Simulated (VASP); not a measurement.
Set up this calculation in VASP 6.6.1, as the native input.

```yaml
Task: single point
Functional: LDA
Potentials_or_basis: VASP PAW LDA potentials, release 64 (Si)
Cutoff: 520 eV
k_mesh: 8 × 8 × 8
Occupations: gaussian, width 0.01 eV
Spin: no spin polarisation
Dipole_correction: no
Further_INCAR_settings: ALGO = Normal; EDIFF = 1e-06; NBANDS = 11
```

The structure of Si lies in POSCAR:

```
Si
1.0
    2.6469593521      2.6469593521      0.0000000000
   -2.6469593521      2.6469593521      0.0000000000
    0.0000000000      2.6469593521      2.7439519186
Si
2
Direct
    0.2500000000      0.7500000000      0.5000000000
    0.0000000000      0.0000000000      0.0000000000
```

This cell differs from its parent crystal: film at in-plane strain -0.02.

The input as run:

INCAR

```
ALGO = Normal
EDIFF = 1E-6
ENCUT = 520
ISIF = 2
ISMEAR = 0
LASPH = True
LCHARG = True
LELF = True
LREAL = False
LVHAR = True
LWAVE = False
NBANDS = 11
NELM = 60
PREC = Accurate
SIGMA = 0.01
```

KPOINTS

```
k-points
0
Gamma
  8 8 8
```

Potentials or basis: VASP PAW LDA potentials, release 64 (Si).

Launch:

```bash
$ cat potpaw_LDA.64/Si/POTCAR > POTCAR
$ mpirun -np 1 vasp_std > vasp.out
```

Results of the run:

* Pressure: 2.5 GPa
* Band gap on the k mesh: 0.25 eV, indirect (least direct gap 2.41 eV)

Caveat: the cell differs from its parent crystal (film at in-plane strain -0.02).

It took 23 s on 1 thread of Intel Xeon 6975P-C, on a shared host, peak memory 0.14 GiB.
